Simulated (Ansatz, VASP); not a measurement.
**Two plane-wave programs on TaSiO4**

Contents of INCAR:

```
SYSTEM = TaSiO4
ALGO = Normal
EDIFF = 1E-6
ENCUT = 600
GGA = PE
GGA_COMPAT = .False.
ISIF = 2
ISMEAR = 0
LASPH = .True.
LCHARG = .False.
LREAL = .False.
LWAVE = .False.
NBANDS = 30
NELM = 120
PREC = Accurate
SIGMA = 0.1
```

The input KPOINTS:

```
k-points
0
Gamma
  6 6 4
  0 0 0
```

POSCAR

```
TaSiO4
1.0
    3.4781902500      0.0000000000      0.0000000000
   -1.7390951200      3.0122011200      0.0000000000
    0.0000000000      0.0000000000      6.3193572100
Ta Si O
1 1 4
Direct
    0.0000000000      0.0000000000      0.5000000000
    0.0000000000      0.0000000000      0.0000000000
    0.0000000000      0.0000000000      0.8046376100
    0.0000000000      0.0000000000      0.1953623900
    0.3333333300      0.6666666700      0.5000000000
    0.6666666700      0.3333333300      0.5000000000
```

Input for Ansatz:

```yaml
crystal:
  lattice:
    - [3.47819025, 0.0, 0.0]
    - [-1.73909512, 3.01220112, 0.0]
    - [0.0, 0.0, 6.31935721]
  atoms:
    - { symbol: Ta, position: [0.0, 0.0, 0.5] }
    - { symbol: Si, position: [0.0, 0.0, 0.0] }
    - { symbol: O, position: [0.0, 0.0, 0.80463761] }
    - { symbol: O, position: [0.0, 0.0, 0.19536239] }
    - { symbol: O, position: [0.33333333, 0.66666667, 0.5] }
    - { symbol: O, position: [0.66666667, 0.33333333, 0.5] }
basis:
  ecutwfc: 420
kpoints:
  mp_grid: { grid: [6, 6, 4] }
hamiltonian:
  xc: pbe
scf:
  occupations: { method: gaussian, width: 0.1 }
  lower_state_search: "off"
output:
  forces: true
  stress: true
  eigenvalues: true
```

Alike in both runs: task single point; functional PBE; k mesh 6 × 6 × 4; occupations gaussian, width 0.1 eV; no spin polarisation.

```csv
,VASP,Ansatz
version,VASP 6.6.1,Ansatz 0.2.0
potentials or method,"VASP PAW PBE potentials, release 64 (Ta_sv_GW, Si, O), cutoff 600 eV","scalar-relativistic, plane waves, PAW"
valence electrons in the cell,41,41
```

|  | VASP | Ansatz | Ansatz less VASP |
| --- | --- | --- | --- |
| gap on the k mesh at the Fermi level (eV) | none | none | - |
| rms of the force components (eV/Å) | 10.730 | 11.453 | +0.7232 |

Atom by atom the forces differ by 0.723 eV/Å (rms over components). A gap of «none» marks a metal or a gap that the smearing closes.

Spin-orbit coupling is off throughout.
